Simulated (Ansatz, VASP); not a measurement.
# One calculation of Sn, two programs

```
CELL_PARAMETERS angstrom
-1.81664 1.81664 1.81664
1.81664 -1.81664 1.81664
1.81664 1.81664 -1.81664
ATOMIC_POSITIONS crystal
Sn 0.00000 0.00000 0.00000
```

Alike in both runs: task single point; functional PBEsol; k mesh 13 × 13 × 13; occupations fermi-dirac, width 0.1 eV; no spin polarisation.

|  | VASP | Ansatz |
| --- | --- | --- |
| version | VASP 6.6.1 | Ansatz 0.2.0 |
| potentials or method | VASP PAW PBE potentials, release 64 (Sn_d), cutoff 520 eV | plane waves (420 eV) with PAW, scalar-relativistic |
| valence electrons in the cell | 14 | 14 |

VASP gave:

| Quantity | Value |
| --- | --- |
| pressure (GPa) | 5.9 |

Question: Estimate Ansatz's values.

Answer: Pressure (GPa): 6.0.

VASP's potentials were made for PBE, not for PBEsol, and Ansatz warns of the same on its side.
